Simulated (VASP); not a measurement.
# KCl (Fm-3m) in VASP: single point with PBEsol

Aim: the single point of KCl with PBEsol.

Program: VASP 6.6.1. These are calculated values, not measurements. Logs are shortened: lines on timing, memory, paths and dates and some standing lists are left out, and cuts for length are marked.

### 1 The cell of the first run

The structure is cubic, space group Fm-3m (No. 225). Conventional cell: a = 6.395 Å, b = 6.395 Å, c = 6.395 Å, α = 90.00°, β = 90.00°, γ = 90.00°. K (site symmetry m-3m) has 6 Cl at 3.20 Å within 4.2 Å. Cl (site symmetry m-3m) has 6 K at 3.20 Å within 4.2 Å.

### 2 Single point, PBEsol (Rb replaced by K, lengths x 0.968, strained)

Input file INCAR:

```
SYSTEM = KCl
ALGO = Normal ; EDIFF = 1E-6
ENCUT = 500 ; GGA = PS
GGA_COMPAT = .FALSE. ; ISIF = 2
ISMEAR = 0 ; LASPH = .TRUE.
LCHARG = .FALSE. ; LREAL = .FALSE.
LWAVE = .FALSE. ; NBANDS = 15
NELM = 120 ; PREC = Accurate
SIGMA = 0.02
```

Input file KPOINTS:

```
k-points
0
G
  6 6 6
  0 0 0
```

Input file POSCAR:

```
KCl
1.0
    0.0000000000      3.1973954157      3.1973954157
    3.1973954157      0.0000000000      3.1973954157
    3.1973954157      3.1973954157      0.0000000000
K Cl
1 1
Direct
    0.0000000000      0.0000000000      0.0000000000
    0.5000000000      0.5000000000      0.5000000000
```

Potentials or basis: VASP PAW PBE potentials, release 64 (K_sv, Cl).

Run with:

```console
> cat potpaw_PBE.64/K_sv/POTCAR potpaw_PBE.64/Cl/POTCAR > POTCAR
> mpirun -np 1 vasp_std > vasp.out
```

OUTCAR:

```text
SYSTEM = KCl
   EDIFF = 1E-6
   ENCUT = 500
   GGA = PS
   ISIF = 2
   ISMEAR = 0
   LASPH = .TRUE.
   LREAL = .FALSE.
   NELM = 120
   PREC = Accurate

 ion  position               nearest neighbor table
   1  0.000  0.000  0.000-   2 3.20   2 3.20   2 3.20   2 3.20   2 3.20   2 3.20
   2  0.500  0.500  0.500-   1 3.20   1 3.20   1 3.20   1 3.20   1 3.20   1 3.20

  LATTYP: Found a face centered cubic cell.
 ALAT       =     6.3947908314

  Lattice vectors:

 A1 = (   0.0000000000,   3.1973954157,   3.1973954157)
 A2 = (   3.1973954157,   0.0000000000,   3.1973954157)
 A3 = (   3.1973954157,   3.1973954157,   0.0000000000)

Analysis of symmetry for initial positions (statically):
=====================================================================
 Subroutine PRICEL returns:
 Original cell was already a primitive cell.

 Routine SETGRP: Setting up the symmetry group for a
 face centered cubic supercell.

 Subroutine GETGRP returns: Found 48 space group operations
 (whereof 48 operations were pure point group operations)
 out of a pool of 48 trial point group operations.

The static configuration has the point symmetry O_h .

Analysis of symmetry for dynamics (positions and initial velocities):
=====================================================================
 Subroutine PRICEL returns:
 Original cell was already a primitive cell.

 Routine SETGRP: Setting up the symmetry group for a
 face centered cubic supercell.

 Subroutine GETGRP returns: Found 48 space group operations
 (whereof 48 operations were pure point group operations)
 out of a pool of 48 trial point group operations.

The dynamic configuration has the point symmetry O_h .

 Subroutine INISYM returns: Found 48 space group operations
 (whereof 48 operations are pure point group operations),
 and found     1 'primitive' translations

----------------------------------------------------------------------------------------

                                     Primitive cell

  volume of cell :      65.3761

  direct lattice vectors                    reciprocal lattice vectors
     0.000000000  3.197395416  3.197395416    -0.156377281  0.156377281  0.156377281
     3.197395416  0.000000000  3.197395416     0.156377281 -0.156377281  0.156377281
     3.197395416  3.197395416  0.000000000     0.156377281  0.156377281 -0.156377281

  length of vectors
     4.521799961  4.521799961  4.521799961     0.270853395  0.270853395  0.270853395

  position of ions in fractional coordinates (direct lattice)
     0.000000000  0.000000000  0.000000000
     0.500000000  0.500000000  0.500000000

  ion indices of the primitive-cell ions
   primitive index   ion index
                 1           1
                 2           2

----------------------------------------------------------------------------------------

 KPOINTS: k-points

Automatic generation of k-mesh.
 Grid dimensions read from file:
 generate k-points for:    6    6    6

 Generating k-lattice:

  Cartesian coordinates                     Fractional coordinates (reciprocal lattice)
    -0.026062880  0.026062880  0.026062880     0.166666667  0.000000000  0.000000000
     0.026062880 -0.026062880  0.026062880     0.000000000  0.166666667  0.000000000
     0.026062880  0.026062880 -0.026062880     0.000000000  0.000000000  0.166666667

  Length of vectors
     0.045142233  0.045142233  0.045142233

  Shift w.r.t. Gamma in fractional coordinates (k-lattice)
     0.000000000  0.000000000  0.000000000

 Subroutine IBZKPT returns following result:
 ===========================================

 Found     16 irreducible k-points:

 Following reciprocal coordinates:
            Coordinates               Weight
  0.000000  0.000000  0.000000      1.000000
  0.166667  0.000000  0.000000      8.000000
  0.333333  0.000000  0.000000      8.000000
  0.500000  0.000000  0.000000      4.000000
  0.166667  0.166667  0.000000      6.000000
  0.333333  0.166667  0.000000     24.000000
[... 8 lines left out ...]
 -0.333333  0.333333  0.166667     24.000000
 -0.333333  0.500000  0.166667     12.000000
   k-points           NKPTS =     16   k-points in BZ     NKDIM =     16   number of bands    NBANDS=     15
   number of dos      NEDOS =    301   number of ions     NIONS =      2
   total plane-waves  NPLWV =  46656
   dimension x,y,z NGX =    36 NGY =   36 NGZ =   36
   dimension x,y,z NGXF=    72 NGYF=   72 NGZF=   72
   ions per type =               1   1
   NGX,Y,Z   is equivalent  to a cutoff of  13.24, 13.24, 13.24 a.u.
   NGXF,Y,Z  is equivalent  to a cutoff of  26.47, 26.47, 26.47 a.u.
 SYSTEM =  KCl
   PREC   = accura    normal or accurate (medium, high low for compatibility)
   ISTART =      0    job   : 0-new  1-cont  2-samecut
   ICHARG =      2    charge: 1-file 2-atom 10-const
   ISPIN  =      1    spin polarized calculation?
   LNONCOLLINEAR =      F non collinear calculations
   LSORBIT =      F    spin-orbit coupling
   LASPH  =      T    aspherical Exc in radial PAW
   ENCUT  =  500.0 eV  36.75 Ry    6.06 a.u.   8.24  8.24  8.24*2*pi/ulx,y,z
   NELM   =    120;   NELMIN=  2; NELMDL= -5     # of ELM steps
   EDIFF  = 0.1E-05   stopping-criterion for ELM
   LREAL  =      F    real-space projection
   EDIFFG = 0.1E-04   stopping-criterion for IOM
   NSW    =      0    number of steps for IOM
   IBRION =     -1    ionic relax: 0-MD 1-quasi-New 2-CG
   NFREE  =      0    steps in history (QN), initial steepest desc. (CG)
   ISIF   =      2    stress and relaxation
   ISYM   =      2    0-nonsym 1-usesym 2-fastsym
   POTIM  = 0.5000    time-step for ionic-motion
   TEBEG  =    0.0;   TEEND  =   0.0 temperature during run
   PSTRESS=    0.0 pullay stress
   NELECT =      16.0000    total number of electrons
   NUPDOWN=      -1.0000    fix difference up-down
   EMIN   =  10.00;   EMAX   =-10.00  energy-range for DOS
   EFERMI =   0.00;   METHOD = LEGACY
   ISMEAR =     0;   SIGMA  =   0.02  broadening in eV -4-tet -1-fermi 0-gaus
   EFERMI_NEDOS =   21; number of points for ismear=-14 and -15
   IALGO  =     38    algorithm
   IMIX   =      4    mixing-type and parameters
     AMIX     =   0.40;   BMIX     =  1.00
     AMIX_MAG =   1.60;   BMIX_MAG =  1.00
  volume/ion in A,a.u.               =      32.69       220.59
  Fermi-wavevector in a.u.,A,eV,Ry     =   1.024020  1.935117 14.267303  1.048617
  Thomas-Fermi vector in A             =   2.157785
   LORBIT       =      0    0 simple, 1 ext, 2 COOP (PROOUT), +10 PAW based schemes
   GGA     = PS    functional components
   LHFCALC =     F    Hartree Fock is set to
   AEXX    =    0.0000 exact exchange contribution
   IVDW    =     0    specifies the selected vdW correction
   LEPSILON=     F    determine dielectric tensor
   LRPA    =     F    only Hartree local field effects (RPA)
 non-spin polarized calculation
 Gauss-broadening in eV      SIGMA  =   0.02
  energy-cutoff  :      500.00
  volume of cell :       65.38
 maximum number of plane-waves:      1676
 NGX is ok and might be reduce to    36
   NGX = 17   NGY = 17   NGZ = 17

 number of electron      15.9999998 magnetization

 Free energy of the ion-electron system (eV)
  ---------------------------------------------------
  ext. energy  EPLUGINS =         0.00000000
  ---------------------------------------------------
  free energy    TOTEN  =        -7.00844753 eV

  energy without entropy =       -7.00844753  energy(sigma->0) =       -7.00844753

 E-fermi :  -1.9670     XC(G=0):  -7.5133

 val. band max:       -2.0868868211   @ k =   0.0000   0.0000   0.0000
 cond. band min:       2.7883226801   @ k =   0.0000   0.0000   0.0000
 fundamental gap:      4.8752095012
 Fermi energy:        -1.9669952691

 k-point     1 :       0.0000    0.0000    0.0000
  band No.  band energies     occupation
      1     -29.2522      2.00000
      2     -14.1252      2.00000
      3     -12.7767      2.00000
      4     -12.7767      2.00000
      5     -12.7767      2.00000
      6      -2.0869      2.00000
      7      -2.0869      2.00000
      8      -2.0869      2.00000
      9       2.7883      0.00000
     10       6.1854      0.00000
     11       6.1854      0.00000
     12       6.1854      0.00000
     13       7.0410      0.00000
     14       7.0410      0.00000
     15      10.5025      0.00000

 k-point     2 :       0.1667    0.0000    0.0000
  band No.  band energies     occupation
      1     -29.2501      2.00000
      2     -14.1707      2.00000
      3     -12.7788      2.00000
      4     -12.7788      2.00000
      5     -12.7193      2.00000
      6      -2.3866      2.00000
      7      -2.1648      2.00000
      8      -2.1648      2.00000
      9       3.4036      0.00000
     10       5.9872      0.00000
     11       6.5161      0.00000
     12       6.5161      0.00000
     13       7.3872      0.00000
     14       7.3872      0.00000
     15      11.4086      0.00000

 k-point     3 :       0.3333    0.0000    0.0000
  band No.  band energies     occupation
      1     -29.2458      2.00000
      2     -14.2527      2.00000
      3     -12.7831      2.00000
      4     -12.7831      2.00000
      5     -12.6133      2.00000
      6      -2.8773      2.00000
      7      -2.3126      2.00000
      8      -2.3126      2.00000
      9       4.6242      0.00000
     10       5.9668      0.00000
     11       7.4120      0.00000
     12       7.4120      0.00000
     13       8.2634      0.00000
     14       8.2634      0.00000
     15      10.3997      0.00000

 k-point     4 :       0.5000    0.0000    0.0000
  band No.  band energies     occupation
      1     -29.2437      2.00000
      2     -14.2901      2.00000
      3     -12.7852      2.00000
      4     -12.7852      2.00000
      5     -12.5637      2.00000
      6      -3.0881      2.00000
      7      -2.3832      2.00000
      8      -2.3832      2.00000
      9       5.2083      0.00000
     10       6.2144      0.00000
     11       8.2372      0.00000
     12       8.2372      0.00000
     13       9.0456      0.00000
     14       9.0456      0.00000
     15       9.6813      0.00000
[... 163 lines left out ...]
 k-point    14 :       0.5000    0.3333    0.1667
  band No.  band energies     occupation
      1     -29.2431      2.00000
      2     -14.1788      2.00000
      3     -12.8292      2.00000
      4     -12.8069      2.00000
      5     -12.6806      2.00000
      6      -2.8058      2.00000
      7      -2.3797      2.00000
      8      -2.3783      2.00000
      9       5.2910      0.00000
     10       5.3971      0.00000
     11       7.6026      0.00000
     12       8.2786      0.00000
     13       8.3128      0.00000
     14       8.5838      0.00000
     15       9.4411      0.00000

 k-point    15 :      -0.3333    0.3333    0.1667
  band No.  band energies     occupation
      1     -29.2417      2.00000
      2     -14.1671      2.00000
      3     -12.8425      2.00000
      4     -12.8268      2.00000
      5     -12.6753      2.00000
      6      -2.7671      2.00000
      7      -2.5080      2.00000
      8      -2.4192      2.00000
      9       5.6413      0.00000
     10       5.8909      0.00000
     11       7.3464      0.00000
     12       7.6444      0.00000
     13       8.8989      0.00000
     14       9.4012      0.00000
     15       9.5320      0.00000

 k-point    16 :      -0.3333    0.5000    0.1667
  band No.  band energies     occupation
      1     -29.2411      2.00000
      2     -14.0996      2.00000
      3     -12.8799      2.00000
      4     -12.8429      2.00000
      5     -12.7285      2.00000
      6      -2.6436      2.00000
      7      -2.4846      2.00000
      8      -2.4350      2.00000
      9       5.0349      0.00000
     10       6.5697      0.00000
     11       6.6567      0.00000
     12       7.8044      0.00000
     13       8.6502      0.00000
     14       9.4282      0.00000
     15       9.8849      0.00000

------------------------ aborting loop because EDIFF is reached ----------------------------------------

  FORCE on cell =-STRESS in cart. coord.  units (eV):
  Direction    XX          YY          ZZ          XY          YZ          ZX
  --------------------------------------------------------------------------------------
  -------------------------------------------------------------------------------------
  Total       -0.4454881     -0.4454881     -0.4454881      0.0000000      0.0000000     -0.0000000
  in kB      -10.9176130    -10.9176130    -10.9176130      0.0000000      0.0000000     -0.0000000
  external PRESSURE =     -10.9176130 kB  Pullay stress =       0.0000000 kB

 VOLUME and BASIS-vectors are now :
 -----------------------------------------------------------------------------
  energy-cutoff  :      500.00
  volume of cell :       65.38
      direct lattice vectors                 reciprocal lattice vectors
     0.000000000  3.197395416  3.197395416    -0.156377281  0.156377281  0.156377281
     3.197395416  0.000000000  3.197395416     0.156377281 -0.156377281  0.156377281
     3.197395416  3.197395416  0.000000000     0.156377281  0.156377281 -0.156377281

 POSITION                                       TOTAL-FORCE (eV/Angst)
 -----------------------------------------------------------------------------------
      0.00000      0.00000      0.00000        -0.000000     -0.000000     -0.000000
      3.19740      3.19740      3.19740         0.000000      0.000000      0.000000
 -----------------------------------------------------------------------------------
    total drift:                                0.000000      0.000000      0.000000

  FREE ENERGIE OF THE ION-ELECTRON SYSTEM (eV)
  ---------------------------------------------------
  free  energy   TOTEN  =        -7.0084475332 eV

  energy  without entropy=       -7.0084475332  energy(sigma->0) =       -7.00844753
```

Run time: 20 s. Hardware: 1 thread of Intel Xeon Platinum 8375C at 2.90GHz (Ice Lake), shared host; peak memory 0.2 GiB.

What came out:

```
Free energy            : -7.0084 eV
Pressure               : -1.1 GPa
Band gap on the k mesh : 4.88 eV, direct
```

Levels at points of the mesh, in eV from the valence-band top:
| k point | band 5 | band 6 | band 7 | band 8 | band 9 | band 10 | band 11 | band 12 |
| --- | --- | --- | --- | --- | --- | --- | --- | --- |
| (0.00, 0.00, 0.00) | -10.69 | 0.00 | 0.00 | 0.00 | 4.88 | 8.27 | 8.27 | 8.27 |
| (0.50, 0.00, 0.00) | -10.48 | -1.00 | -0.30 | -0.30 | 7.30 | 8.30 | 10.32 | 10.32 |
| (0.50, 0.50, 0.00) | -10.74 | -0.64 | -0.22 | -0.22 | 6.45 | 8.02 | 9.63 | 10.09 |

Caveat: the cell differs from its parent crystal (Rb replaced by K, lengths x 0.968, strained); the PAW data sets were made with another functional, which shifts forces and pressure a little.
